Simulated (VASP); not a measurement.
A run of VASP 6.6.1 is set up as follows.

Contents of INCAR:

```
PREC = Accurate
ENCUT = 560
EDIFF = 1E-6
ISMEAR = -1
SIGMA = 0.1
LREAL = False
LASPH = True
NELM = 120
ALGO = Normal
ISIF = 2
LWAVE = False
LCHARG = False
GGA = CA
NBANDS = 14
GGA_COMPAT = False
```

File KPOINTS:

```
Automatic mesh
0
Gamma
  14 14 14
```

The input POSCAR:

```
Ir
1.0
    2.4587469431      0.0000000000      0.0000000000
    0.0000000000      2.4587469431      0.0000000000
    0.0000000000      0.0000000000      2.4587469431
Ir
1
Direct
    0.0000000000      0.0000000000      0.0000000000
```

Potentials or basis: VASP PAW LDA potentials, release 64 (Ir_sv_GW).

Command:

```bash
$ cat potpaw_LDA.64/Ir_sv_GW/POTCAR > POTCAR
$ mpirun -np 1 vasp_std > vasp.out
```

Question: Estimate the pressure.

Answer: 28.5 GPa.

Question: Predict the band gap on the k mesh.

Answer: Zero (an odd number of electrons rules out a gap without spin polarisation).

Caveat: the cell stands under pressure; spin-orbit coupling is left out, which moves the levels of the heavy elements.
